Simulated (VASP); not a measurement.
# As (R-3m) in VASP: settings compared, part 3 of 3

VASP 6.6.1. The steps go on from the part before.

## 5. Single point, r2SCAN

Input file POSCAR:

```
As
1.0
    1.8807968987      1.0858785957      3.5140619945
   -1.8807968987      1.0858785957      3.5140619945
    0.0000000000     -2.1717571915      3.5140619945
As
2
Direct
    0.2260000000      0.2260000000      0.2260000000
    0.7740000000      0.7740000000      0.7740000000
```

Input file INCAR.step1:

```
PREC     = Accurate       # precision mode
ENCUT    = 520            # plane-wave cutoff, eV
ISMEAR   = -1             # smearing method
SIGMA    = 0.05           # smearing width, eV
LREAL    = False          # projectors in reciprocal space
LASPH    = True           # aspherical terms in the spheres
NELM     = 100            # most SCF steps
NBANDS   = 12             # bands
GGA      = PE             # functional
ALGO     = Normal         # electronic algorithm
EDIFF    = 1E-4           # SCF threshold, eV
LWAVE    = True           # write WAVECAR
LCHARG   = False          # write CHGCAR
```

Input file INCAR.step2:

```
PREC     = Accurate       # precision mode
ENCUT    = 520            # plane-wave cutoff, eV
EDIFF    = 1E-7           # SCF threshold, eV
ISMEAR   = -1             # smearing method
SIGMA    = 0.05           # smearing width, eV
LREAL    = False          # projectors in reciprocal space
LASPH    = True           # aspherical terms in the spheres
NELM     = 100            # most SCF steps
ALGO     = Normal         # electronic algorithm
ISIF     = 2              # what is computed and relaxed
LWAVE    = False          # write WAVECAR
LCHARG   = False          # write CHGCAR
METAGGA  = R2SCAN         # meta-GGA
LMIXTAU  = True         
NBANDS   = 12             # bands
ISTART   = 1
```

Input file KPOINTS:

```
Automatic mesh
0
Gamma
  9 9 9
```

Potentials or basis: VASP PAW PBE potentials, release 64 (As).

Launch:

```sh
> cat potpaw_PBE.64/As/POTCAR > POTCAR
> cp INCAR.step1 INCAR
> mpirun -np 1 vasp_std > vasp.out
> cp INCAR.step2 INCAR
> mpirun -np 1 vasp_std > vasp.out
```

OUTCAR:

```text
PREC = Accurate
   ENCUT = 520
   EDIFF = 1E-7
   ISMEAR = -1
   LREAL = False
   LASPH = True
   NELM = 100
   ISIF = 2
   METAGGA = R2SCAN
   ISTART = 1

 ion  position               nearest neighbor table
   1  0.226  0.226  0.226-   2 2.51   2 2.51   2 2.51
   2  0.774  0.774  0.774-   1 2.51   1 2.51   1 2.51

  LATTYP: Found a trigonal (rhomboedric) cell.
 ALAT       =     4.1310000000
 COS(alpha) =     0.5854247172

  Lattice vectors:

 A1 = (   1.8807968987,   1.0858785957,   3.5140619945)
 A2 = (  -1.8807968987,   1.0858785957,   3.5140619945)
 A3 = (   0.0000000000,  -2.1717571915,   3.5140619945)

Analysis of symmetry for initial positions (statically):
=====================================================================
 Subroutine PRICEL returns:
 Original cell was already a primitive cell.

 Routine SETGRP: Setting up the symmetry group for a
 trigonal (rhombohedral) supercell.

 Subroutine GETGRP returns: Found 12 space group operations
 (whereof 12 operations were pure point group operations)
 out of a pool of 12 trial point group operations.

The static configuration has the point symmetry D_3d.

Analysis of symmetry for dynamics (positions and initial velocities):
=====================================================================
 Subroutine PRICEL returns:
 Original cell was already a primitive cell.

 Routine SETGRP: Setting up the symmetry group for a
 trigonal (rhombohedral) supercell.

 Subroutine GETGRP returns: Found 12 space group operations
 (whereof 12 operations were pure point group operations)
 out of a pool of 12 trial point group operations.

The dynamic configuration has the point symmetry D_3d.

 Subroutine INISYM returns: Found 12 space group operations
 (whereof 12 operations are pure point group operations),
 and found     1 'primitive' translations

[... 119 lines left out ...]
   METAGGA = R2SCAN    functional components
   LHFCALC =     F    Hartree Fock is set to
   AEXX    =    0.0000 exact exchange contribution
   IVDW    =     0    specifies the selected vdW correction
   LEPSILON=     F    determine dielectric tensor
   LRPA    =     F    only Hartree local field effects (RPA)
 non-spin polarized calculation
  energy-cutoff  :      520.00
  volume of cell :       43.06
 maximum number of plane-waves:      1171
   NGX = 15   NGY = 15   NGZ = 15

 number of electron      10.0000000 magnetization

 Free energy of the ion-electron system (eV)
  ---------------------------------------------------
  ext. energy  EPLUGINS =         0.00000000
  ---------------------------------------------------
  free energy    TOTEN  =       -29.38439681 eV

  energy without entropy =      -29.38294574  energy(sigma->0) =      -29.38367128

 E-fermi :   5.4496     XC(G=0): -10.4002

 val. band max:        5.3845169648   @ k =   0.4444  -0.0000  -0.0000
 cond. band min:       5.4732784982   @ k =   0.4444   0.3333   0.3333
 fundamental gap:      0.0887615334
 Fermi energy:         5.4496048270

 k-point     1 :       0.0000    0.0000    0.0000
  band No.  band energies     occupation
      1     -10.4391      2.00000
      2      -0.5697      2.00000
      3       2.6854      2.00000
      4       3.0817      2.00000
      5       3.0817      2.00000
      6       7.0444      0.00000
      7       8.3454      0.00000
      8       8.3454      0.00000
      9      12.6600      0.00000
     10      12.6600      0.00000
     11      13.2856      0.00000
     12      14.5976      0.00000
[... 331 lines left out ...]
 k-point    24 :       0.4444    0.4444   -0.0000
  band No.  band energies     occupation
      1      -7.7337      2.00000
      2      -4.6559      2.00000
      3      -0.7338      2.00000
      4       0.9593      2.00000
      5       1.0269      2.00000
      6       7.0221      0.00000
      7      10.9692      0.00000
      8      12.4861      0.00000
      9      12.6256      0.00000
     10      16.3193      0.00000
     11      17.6236      0.00000
     12      18.9670      0.00000

 [... further k-points ...]

------------------------ aborting loop because EDIFF is reached ----------------------------------------

  FORCE on cell =-STRESS in cart. coord.  units (eV):
  Direction    XX          YY          ZZ          XY          YZ          ZX
  --------------------------------------------------------------------------------------
  -------------------------------------------------------------------------------------
  Total        0.4862684      0.4862684      0.6232818      0.0000000     -0.0000000      0.0000000
  in kB       18.0926759     18.0926759     23.1905570      0.0000000     -0.0000000      0.0000000
  external PRESSURE =      19.7919696 kB  Pullay stress =       0.0000000 kB

 VOLUME and BASIS-vectors are now :
 -----------------------------------------------------------------------------
  energy-cutoff  :      520.00
  volume of cell :       43.06
      direct lattice vectors                 reciprocal lattice vectors
     1.880796899  1.085878596  3.514061995     0.265844760  0.153485544  0.094856987
    -1.880796899  1.085878596  3.514061995    -0.265844760  0.153485544  0.094856987
     0.000000000 -2.171757191  3.514061995     0.000000000 -0.306971087  0.094856987

 POSITION                                       TOTAL-FORCE (eV/Angst)
 -----------------------------------------------------------------------------------
      0.00000     -0.00000      2.38253         0.000000     -0.000000      0.192895
      0.00000     -0.00000      8.15965         0.000000      0.000000     -0.192895
 -----------------------------------------------------------------------------------
    total drift:                               -0.000000     -0.000000      0.000000

  FREE ENERGIE OF THE ION-ELECTRON SYSTEM (eV)
  ---------------------------------------------------
  free  energy   TOTEN  =       -29.3843968128 eV

  energy  without entropy=      -29.3829457450  energy(sigma->0) =      -29.38367128
```

OSZICAR.step1:

```text
N       E                     dE             d eps       ncg     rms          rms(c)
DAV:   1     0.288113635346E+02    0.28811E+02   -0.42248E+03  2048   0.697E+02
DAV:   2    -0.775252986567E+01   -0.36564E+02   -0.34906E+02  2748   0.109E+02
DAV:   3    -0.933325201423E+01   -0.15807E+01   -0.15710E+01  2632   0.236E+01
DAV:   4    -0.934098458960E+01   -0.77326E-02   -0.77321E-02  2244   0.186E+00
DAV:   5    -0.934100396061E+01   -0.19371E-04   -0.19371E-04  2624   0.101E-01    0.341E+00
DAV:   6    -0.932854056990E+01    0.12463E-01   -0.65366E-03  2232   0.478E-01    0.206E+00
DAV:   7    -0.932247763975E+01    0.60629E-02   -0.14194E-02  2360   0.728E-01    0.846E-02
DAV:   8    -0.932259341401E+01   -0.11577E-03   -0.57488E-04  2404   0.143E-01    0.346E-02
DAV:   9    -0.932264327623E+01   -0.49862E-04   -0.66173E-05  1608   0.516E-02
   1 F= -.93226433E+01 E0= -.93218975E+01  d E =-.149149E-02
```

It took 1.9 min on 1 thread of Intel Xeon Platinum 8259CL at 2.50GHz (Skylake/Cascade Lake), shared host; peak memory 0.2 GiB.

What came out:

```yaml
Free_energy: -29.3844 eV
Pressure: 2.0 GPa
Largest_force: 0.193 eV/Å
Band_gap_on_the_k_mesh: zero (bands 5 and 6 overlap by 0.09 eV)
```

Forces on the atoms (eV/Å):
```
As   0.000  0.000  0.193
As   0.000  0.000 -0.193
```

Caveat: the PAW data sets were made with another functional, which shifts forces and pressure a little.

## 6. The runs side by side

```tsv
task	level	potentials or basis	cell	cutoff (eV)	gap on the mesh (eV)	pressure (GPa)	largest force (eV/Å)
relaxation of cell and atoms	BLYP+D4	VASP PAW PBE potentials, release 64 (As_d)	relaxed from a = 4.131 Å, angles 54.2°, 2 atoms	600	-	0.0	-
single point	LDA	VASP PAW LDA potentials, release 64 (As)	a = 4.212 Å, angles 54.2°, 2 atoms	520	none	-4.9	0.04
single point	r2SCAN	VASP PAW PBE potentials, release 64 (As)	a = 4.075 Å, angles 54.2°, 2 atoms	520	none	5.6	0.49
single point	r2SCAN	VASP PAW PBE potentials, release 64 (As)	a = 4.131 Å, angles 54.2°, 2 atoms	520	none	2.0	0.19
```

Alike in all rows: no spin polarisation; k mesh 9 × 9 × 9; smearing fermi-dirac 0.05 eV.

Caveats: the PAW data sets were made with another functional, which shifts forces and pressure a little (at least some runs); the cell stands under tension (at least some runs); the cell stands under pressure (at least some runs).

Total energies depend on the potentials used, so only differences within one code and one set of settings carry meaning.
